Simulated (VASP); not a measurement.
# WS2: single point with PBE

The system is WS2.

```xyz
6
Lattice="3.0748 0.0000 0.0000 -1.5374 2.6629 0.0000 0.0000 0.0000 12.1163" Properties=species:S:1:pos:R:3 pbc="T T T"
W     0.0000    1.7753    3.0291
W     1.5374    0.8876    9.0873
S     1.5374    0.8876    4.6194
S     1.5374    0.8876    1.4388
S     0.0000    1.7753   10.6776
S     0.0000    1.7753    7.4969
```

This cell differs from its parent crystal: strain -3.0%.

```yaml
Program: VASP 6.6.1
Task: single point
Functional: PBE
Potentials_or_basis: VASP PAW PBE potentials, release 64 (W_sv, S)
Cutoff: 520 eV
k_mesh: 12 × 12 × 2
Occupations: fermi-dirac, width 0.02 eV
Spin: no spin polarisation
```

```json
{
  "Pressure": "12.1 GPa",
  "Largest force": "0.255 eV/Å",
  "Band gap on the k mesh": "0.91 eV, indirect (least direct gap 2.18 eV)"
}
```

Forces on the atoms (eV/Å):
```
W    0.000  0.000  0.000
W    0.000  0.000  0.000
S    0.000  0.000  0.255
S    0.000  0.000 -0.255
S    0.000  0.000  0.255
S    0.000  0.000 -0.255
```

Stress tensor (GPa, compression positive):
```
14.11  0.00  0.00
 0.00 14.11  0.00
 0.00  0.00  7.96
```

Levels at points of the mesh, in eV from the valence-band top:
| k point | band 24 | band 25 | band 26 | band 27 | band 28 | band 29 |
| --- | --- | --- | --- | --- | --- | --- |
| (0.00, 0.00, 0.00) | -1.52 | -1.46 | 0.00 | 2.57 | 2.57 | 2.61 |
| (0.50, 0.00, 0.00) | -1.71 | -1.53 | -1.44 | 2.77 | 2.81 | 2.87 |
| (0.00, 0.00, 0.50) | -1.92 | -0.36 | -0.36 | 2.59 | 2.59 | 2.59 |
| (0.50, 0.00, 0.50) | -1.60 | -1.58 | -1.58 | 2.84 | 2.84 | 3.07 |

Wall time 64 s on 1 thread of Intel(R) Xeon(R) 6975P-C (Granite Rapids), on a shared host, peak memory 0.27 GiB.

Caveat: the cell differs from its parent crystal (strain -3.0%); spin-orbit coupling is left out, which moves the levels of the heavy elements; this functional lacks dispersion, which binds the layers, so the pressure and a relaxed spacing across them are unreliable. A k mesh can miss the band edges.
